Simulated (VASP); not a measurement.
# Li3SiN2 (P4mm) in VASP: single point with PBE

Aim: the single point of Li3SiN2 with PBE.

Everything below comes from runs of VASP 6.6.1. Logs are shortened: lines on timing, memory, paths and dates and some standing lists are left out, and cuts for length are marked.

### 1 The cell of the first run

It takes space group P4mm (No. 99, tetragonal). Conventional cell: a = 3.202 Å, b = 3.202 Å, c = 5.068 Å, α = 90.00°, β = 90.00°, γ = 90.00°. Within 2.8 Å of Li (site symmetry 2mm) lie 4 N at 2.10 to 2.11 Å and 6 Li at 2.26 to 2.39 Å and 2 Si at 2.57 Å. Li (site symmetry 4mm) has 5 N at 1.92 to 2.30 Å and 4 Li at 2.39 Å within 2.5 Å. Si (site symmetry 4mm) has 5 N at 1.70 to 2.35 Å within 2.4 Å. N (site symmetry 4mm) has 1 Si at 1.70 Å and 8 Li at 2.10 to 2.30 Å within 2.4 Å. N (site symmetry 4mm) has 5 Li at 1.92 to 2.11 Å and 4 Si at 2.35 Å within 2.5 Å.

### 2 Single point, PBE

File POSCAR:

```
Li3SiN2
1.0
    3.2024860122      0.0000000000      0.0000000000
    0.0000000000      3.2024860122      0.0000000000
    0.0000000000      0.0000000000      5.0683293818
Li Si N
3 1 2
Direct
    0.5000000000      0.0000000000      0.0085569468
    0.0000000000      0.5000000000      0.0085569468
    0.0000000000      0.0000000000      0.3583259127
    0.5000000000      0.5000000000      0.6114325442
    0.5000000000      0.5000000000      0.2755579569
    0.0000000000      0.0000000000      0.7375697224
```

File INCAR.step1:

```
ALGO = Normal ; EDIFF = 1E-6
ENCUT = 520 ; GGA = PE
ISIF = 2 ; ISMEAR = 0
LASPH = True ; LCHARG = True
LREAL = False ; LWAVE = False
NBANDS = 20 ; NELM = 60
PREC = Accurate ; SIGMA = 0.1
```

File KPOINTS.step1:

```
k-points
0
Gamma
  12 12 8
```

File INCAR.step2:

```
ALGO = Normal ; EDIFF = 1E-6
ENCUT = 520 ; GGA = PE
ICHARG = 11 ; ISIF = 2
ISMEAR = -5 ; LASPH = True
LCHARG = False ; LORBIT = 11
LREAL = False ; LWAVE = False
NBANDS = 20 ; NEDOS = 2001
NELM = 60 ; PREC = Accurate
SIGMA = 0.1
```

File KPOINTS.step2:

```
k-points
0
Gamma
  18 18 12
```

Potentials or basis: VASP PAW PBE potentials, release 64 (Li_sv, Si, N).

Command:

```console
> cat potpaw_PBE.64/Li_sv/POTCAR potpaw_PBE.64/Si/POTCAR potpaw_PBE.64/N/POTCAR > POTCAR
> cp INCAR.step1 INCAR
> cp KPOINTS.step1 KPOINTS
> mpirun -np 1 vasp_std > vasp.out
> cp INCAR.step2 INCAR
> cp KPOINTS.step2 KPOINTS
> mpirun -np 1 vasp_std > vasp.out
```

OUTCAR:

```text
EDIFF = 1E-6
   ENCUT = 520
   GGA = PE
   ICHARG = 11
   ISIF = 2
   ISMEAR = -5
   LASPH = True
   LORBIT = 11
   LREAL = False
   NELM = 60
   PREC = Accurate

 ion  position               nearest neighbor table
   1  0.500  0.000  0.009-   5 2.10   5 2.10   6 2.11   6 2.11   2 2.26   2 2.26   2 2.26   2 2.26
                             3 2.39   3 2.39   4 2.57   4 2.57
   2  0.000  0.500  0.009-   5 2.10   5 2.10   6 2.11   6 2.11   1 2.26   1 2.26   1 2.26   1 2.26
                             3 2.39   3 2.39   4 2.57   4 2.57
   3  0.000  0.000  0.358-   6 1.92   2 2.39   1 2.39   2 2.39   1 2.39   4 2.60   4 2.60   4 2.60
                             4 2.60
   4  0.500  0.500  0.611-   5 1.70   6 2.35   6 2.35   6 2.35   6 2.35   1 2.57   2 2.57   2 2.57
                             1 2.57   3 2.60   3 2.60   3 2.60   3 2.60
   5  0.500  0.500  0.276-   4 1.70   2 2.10   1 2.10   1 2.10   2 2.10
   6  0.000  0.000  0.738-   3 1.92   2 2.11   1 2.11   2 2.11   1 2.11   4 2.35   4 2.35   4 2.35
                             4 2.35

  LATTYP: Found a simple tetragonal cell.
 ALAT       =     3.2024860122
 C/A-ratio  =     1.5826234252

  Lattice vectors:

 A1 = (   3.2024860122,   0.0000000000,   0.0000000000)
 A2 = (   0.0000000000,   3.2024860122,   0.0000000000)
 A3 = (   0.0000000000,   0.0000000000,   5.0683293818)

Analysis of symmetry for initial positions (statically):
=====================================================================
 Subroutine PRICEL returns:
 Original cell was already a primitive cell.

 Routine SETGRP: Setting up the symmetry group for a
 simple tetragonal supercell.

 Subroutine GETGRP returns: Found  8 space group operations
 (whereof  8 operations were pure point group operations)
 out of a pool of 16 trial point group operations.

The static configuration has the point symmetry C_4v.

Analysis of symmetry for dynamics (positions and initial velocities):
=====================================================================
 Subroutine PRICEL returns:
 Original cell was already a primitive cell.

 Routine SETGRP: Setting up the symmetry group for a
 simple tetragonal supercell.

 Subroutine GETGRP returns: Found  8 space group operations
 (whereof  8 operations were pure point group operations)
 out of a pool of 16 trial point group operations.

The dynamic configuration has the point symmetry C_4v.

 Subroutine INISYM returns: Found  8 space group operations
 (whereof  8 operations are pure point group operations),
 and found     1 'primitive' translations

----------------------------------------------------------------------------------------

                                     Primitive cell

  volume of cell :      51.9804

  direct lattice vectors                    reciprocal lattice vectors
     3.202486012  0.000000000  0.000000000     0.312257414  0.000000000  0.000000000
     0.000000000  3.202486012  0.000000000     0.000000000  0.312257414  0.000000000
     0.000000000  0.000000000  5.068329382     0.000000000  0.000000000  0.197303672

  length of vectors
     3.202486012  3.202486012  5.068329382     0.312257414  0.312257414  0.197303672

  position of ions in fractional coordinates (direct lattice)
     0.500000000  0.000000000  0.008556947
     0.000000000  0.500000000  0.008556947
     0.000000000  0.000000000  0.358325913
     0.500000000  0.500000000  0.611432544
     0.500000000  0.500000000  0.275557957
     0.000000000  0.000000000  0.737569722

  ion indices of the primitive-cell ions
   primitive index   ion index
                 1           1
                 2           2
                 3           3
                 4           4
                 5           5
                 6           6

----------------------------------------------------------------------------------------

 KPOINTS: k-points

Automatic generation of k-mesh.
 Grid dimensions read from file:
 generate k-points for:   18   18   12

 Generating k-lattice:

  Cartesian coordinates                     Fractional coordinates (reciprocal lattice)
     0.017347634  0.000000000  0.000000000     0.055555556  0.000000000  0.000000000
     0.000000000  0.017347634  0.000000000     0.000000000  0.055555556  0.000000000
     0.000000000  0.000000000  0.016441973     0.000000000  0.000000000  0.083333333

  Length of vectors
     0.017347634  0.017347634  0.016441973

  Shift w.r.t. Gamma in fractional coordinates (k-lattice)
     0.000000000  0.000000000  0.000000000

 TETIRR: Found   5832 inequivalent tetrahedra from    23328

 Subroutine IBZKPT returns following result:
 ===========================================

 Found    385 irreducible k-points:

 Following reciprocal coordinates:
            Coordinates               Weight
  0.000000  0.000000  0.000000      1.000000
  0.055556  0.000000  0.000000      4.000000
  0.111111  0.000000  0.000000      4.000000
  0.166667  0.000000  0.000000      4.000000
  0.222222  0.000000  0.000000      4.000000
  0.277778  0.000000  0.000000      4.000000
[... 16 lines left out ...]
  0.277778  0.111111  0.000000      8.000000
  0.333333  0.111111  0.000000      8.000000
 [... further k-points ...]
   k-points           NKPTS =    385   k-points in BZ     NKDIM =    385   number of bands    NBANDS=     20
   number of dos      NEDOS =   2001   number of ions     NIONS =      6
   total plane-waves  NPLWV =  23040
   dimension x,y,z NGX =    24 NGY =   24 NGZ =   40
   dimension x,y,z NGXF=    48 NGYF=   48 NGZF=   80
   ions per type =               3   1   2
   NGX,Y,Z   is equivalent  to a cutoff of  12.46, 12.46, 13.12 a.u.
   NGXF,Y,Z  is equivalent  to a cutoff of  24.92, 24.92, 26.24 a.u.
 SYSTEM =  unknown system
   PREC   = accura    normal or accurate (medium, high low for compatibility)
   ISTART =      0    job   : 0-new  1-cont  2-samecut
   ICHARG =     11    charge: 1-file 2-atom 10-const
   ISPIN  =      1    spin polarized calculation?
   LNONCOLLINEAR =      F non collinear calculations
   LSORBIT =      F    spin-orbit coupling
   LASPH  =      T    aspherical Exc in radial PAW
   ENCUT  =  520.0 eV  38.22 Ry    6.18 a.u.   5.95  5.95  9.42*2*pi/ulx,y,z
   NELM   =     60;   NELMIN=  2; NELMDL=  0     # of ELM steps
   EDIFF  = 0.1E-05   stopping-criterion for ELM
   LREAL  =      F    real-space projection
   EDIFFG = 0.1E-04   stopping-criterion for IOM
   NSW    =      0    number of steps for IOM
   IBRION =     -1    ionic relax: 0-MD 1-quasi-New 2-CG
   NFREE  =      0    steps in history (QN), initial steepest desc. (CG)
   ISIF   =      2    stress and relaxation
   ISYM   =      2    0-nonsym 1-usesym 2-fastsym
   POTIM  = 0.5000    time-step for ionic-motion
   TEBEG  =    0.0;   TEEND  =   0.0 temperature during run
   PSTRESS=    0.0 pullay stress
   NELECT =      23.0000    total number of electrons
   NUPDOWN=      -1.0000    fix difference up-down
   EMIN   =  10.00;   EMAX   =-10.00  energy-range for DOS
   EFERMI =   0.00;   METHOD = LEGACY
   ISMEAR =    -5;   SIGMA  =   0.10  broadening in eV -4-tet -1-fermi 0-gaus
   EFERMI_NEDOS =   21; number of points for ismear=-14 and -15
   IALGO  =     38    algorithm
   IMIX   =      4    mixing-type and parameters
     AMIX     =   0.40;   BMIX     =  1.00
     AMIX_MAG =   1.60;   BMIX_MAG =  1.00
  volume/ion in A,a.u.               =       8.66        58.46
  Fermi-wavevector in a.u.,A,eV,Ry     =   1.247492  2.357418 21.173871  1.556236
  Thomas-Fermi vector in A             =   2.381621
   LORBIT       =     11    0 simple, 1 ext, 2 COOP (PROOUT), +10 PAW based schemes
   GGA     = PE    functional components
   LHFCALC =     F    Hartree Fock is set to
   AEXX    =    0.0000 exact exchange contribution
   IVDW    =     0    specifies the selected vdW correction
   LEPSILON=     F    determine dielectric tensor
   LRPA    =     F    only Hartree local field effects (RPA)
 non-spin polarized calculation
 Fermi weights with tetrahedron method with Bloechl corrections
  energy-cutoff  :      520.00
  volume of cell :       51.98
 maximum number of plane-waves:      1448
 NGX is ok and might be reduce to    24

 number of electron      22.9999974 magnetization

 Free energy of the ion-electron system (eV)
  ---------------------------------------------------
  ext. energy  EPLUGINS =         0.00000000
  ---------------------------------------------------
  free energy    TOTEN  =       -29.59505642 eV

  energy without entropy =      -29.59505642  energy(sigma->0) =      -29.59505642

 E-fermi :   6.7167     XC(G=0): -10.7388

 val. band max:        6.6790691649   @ k =   0.3333   0.2222   0.1667
 cond. band min:       6.6926056501   @ k =   0.2778   0.0000   0.1667
 fundamental gap:      0.0135364852
 Fermi energy:         6.7167064270

 k-point     1 :       0.0000    0.0000    0.0000
  band No.  band energies     occupation
      1     -39.4174      2.00000
      2     -39.1987      2.00000
      3     -39.1421      2.00000
      4      -9.5922      2.00000
      5      -7.8425      2.00000
      6      -0.1763      2.00000
[... 12 lines left out ...]
     19      15.0423      0.00000
     20      16.1563      0.00000

 k-point     2 :       0.0556    0.0000    0.0000
  band No.  band energies     occupation
      1     -39.4154      2.00000
      2     -39.1987      2.00000
      3     -39.1438      2.00000
      4      -9.5684      2.00000
      5      -7.8369      2.00000
      6      -0.1757      2.00000
[... 498 lines left out ...]
 k-point    24 :       0.3333    0.1111    0.0000
  band No.  band energies     occupation
      1     -39.3417      2.00000
      2     -39.2150      2.00000
      3     -39.1895      2.00000
      4      -8.7625      2.00000
      5      -7.7515      2.00000
      6      -1.1251      2.00000
[... 12 lines left out ...]
     19      15.8605      0.00000
     20      16.1910      0.00000

 [... further k-points ...]

------------------------ aborting loop because EDIFF is reached ----------------------------------------

  FORCE on cell =-STRESS in cart. coord.  units (eV):
  Direction    XX          YY          ZZ          XY          YZ          ZX
  --------------------------------------------------------------------------------------
  -------------------------------------------------------------------------------------
  Total       -0.0618897     -0.0618897      0.0422317      0.0000000      0.0000000      0.0000000
  in kB       -1.9076092     -1.9076092      1.3016965      0.0000000      0.0000000      0.0000000
  external PRESSURE =      -0.8378407 kB  Pullay stress =       0.0000000 kB

 VOLUME and BASIS-vectors are now :
 -----------------------------------------------------------------------------
  energy-cutoff  :      520.00
  volume of cell :       51.98
      direct lattice vectors                 reciprocal lattice vectors
     3.202486012  0.000000000  0.000000000     0.312257414  0.000000000  0.000000000
     0.000000000  3.202486012  0.000000000     0.000000000  0.312257414  0.000000000
     0.000000000  0.000000000  5.068329382     0.000000000  0.000000000  0.197303672

 POSITION                                       TOTAL-FORCE (eV/Angst)
 -----------------------------------------------------------------------------------
      1.60124      0.00000      0.04337         0.000000     -0.000000      0.004797
      0.00000      1.60124      0.04337         0.000000     -0.000000      0.004797
      0.00000      0.00000      1.81611         0.000000     -0.000000     -0.035000
      1.60124      1.60124      3.09894         0.000000      0.000000      0.005602
      1.60124      1.60124      1.39662         0.000000      0.000000     -0.019152
      0.00000      0.00000      3.73825         0.000000     -0.000000      0.038956
 -----------------------------------------------------------------------------------
    total drift:                                0.000000      0.000000      0.000625

  FREE ENERGIE OF THE ION-ELECTRON SYSTEM (eV)
  ---------------------------------------------------
  free  energy   TOTEN  =       -29.5950564244 eV

  energy  without entropy=      -29.5950564244  energy(sigma->0) =      -29.59505642

 total charge

# of ion       s       p       d       tot
------------------------------------------
    1        2.040   0.096   0.000   2.135
    2        2.040   0.096   0.000   2.135
    3        2.033   0.086   0.000   2.119
    4        0.792   0.769   0.000   1.561
    5        1.231   2.509   0.000   3.740
    6        1.272   2.310   0.000   3.582
--------------------------------------------------
tot          9.408   5.865   0.000  15.273
```

Wall time 2 min (1 thread of AMD EPYC 9R45 (Zen 5), shared host); peak memory 0.4 GiB.

Results:

* Valence electrons inside the program's atomic spheres: Li 2.13, 2.12 (each value once); Si 1.56; N 3.74, 3.58

Levels at points of the mesh, in eV from the Fermi level:
```csv
k point,band 8,band 9,band 10,band 11,band 12,band 13,band 14,band 15,band 16,band 17
"(0.00, 0.00, 0.00)",-3.97,-3.09,-2.65,-1.72,-1.72,3.32,4.67,6.07,6.07,6.96
"(0.50, 0.00, 0.00)",-5.02,-3.98,-2.56,-1.97,1.89,2.06,3.68,4.44,5.71,7.65
"(0.50, 0.50, 0.00)",-5.60,-4.23,-3.91,-3.91,-3.77,3.24,4.18,4.18,7.03,9.37
"(0.00, 0.00, 0.50)",-3.63,-3.63,-2.31,-2.31,-2.02,4.35,4.38,5.01,6.56,6.56
"(0.50, 0.00, 0.50)",-4.15,-2.63,-2.53,-1.88,1.50,1.80,2.92,3.74,4.76,6.81
"(0.50, 0.50, 0.50)",-6.86,-3.90,-3.90,-3.65,-1.78,3.22,3.92,4.51,4.51,9.67
```

Caveat: the cutoff is under 1.25 times the usual one of these potentials, so pressure, stress and relaxed cells hold a basis-set (Pulay) error; an odd number of electrons without spin polarisation forces a metal; a magnetic or distorted state may lie lower.
